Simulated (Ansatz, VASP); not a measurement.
## Two plane-wave programs on Pb

The input INCAR:

```
PREC = Accurate ; ENCUT = 520
EDIFF = 1E-6 ; ISMEAR = 0
SIGMA = 0.15 ; LREAL = F
LASPH = T ; NELM = 80
ALGO = Fast ; ISIF = 2
LWAVE = F ; LCHARG = F
GGA = PE ; NBANDS = 13
```

Contents of KPOINTS:

```
Automatic mesh
0
Gamma
  16 16 16
```

The input POSCAR:

```
Pb
1.0
    0.0000000000      2.5932900000      2.4080550000
    2.5932900000      0.0000000000      2.4080550000
    2.5932900000      2.5932900000      0.0000000000
Pb
1
Direct
    0.0000000000      0.0000000000      0.0000000000
```

Input for Ansatz:

```yaml
crystal:
  lattice:
    - [0.0, 2.59329, 2.408055]
    - [2.59329, 0.0, 2.408055]
    - [2.59329, 2.59329, 0.0]
  atoms:
    - { symbol: Pb, position: [0.0, 0.0, 0.0] }
basis:
  ecutwfc: 420
kpoints:
  mp_grid: { grid: [16, 16, 16] }
hamiltonian:
  xc: pbe
scf:
  occupations: { method: gaussian, width: 0.15 }
output:
  forces: true
  stress: true
  eigenvalues: true
```

Change from the starting cell: strain +0.050 along x and y, -0.025 along z, atoms carried along.

Alike in both runs: task single point; functional PBE; k mesh 16 × 16 × 16; occupations gaussian, width 0.15 eV; no spin polarisation.

```csv
,VASP,Ansatz
version,VASP 6.6.1,Ansatz 0.2.0
potentials or method,"VASP PAW PBE potentials, release 64 (Pb_d), cutoff 520 eV","scalar-relativistic, plane waves, PAW"
valence electrons in the cell,14,14
```

|  | VASP | Ansatz | Ansatz less VASP |
| --- | --- | --- | --- |
| gap on the k mesh at the Fermi level (eV) | none | none | - |
| pressure (GPa) | -0.5 | -0.5 | +0.01 |
| traceless stress, the component that is largest in VASP (GPa) | 0.63 | 0.64 | +0.002 |

A gap of «none» marks a metal or a gap that the smearing closes. With one functional, cell and mesh, what is left measures potentials, basis and numerics.

Neither program's run includes spin-orbit coupling.
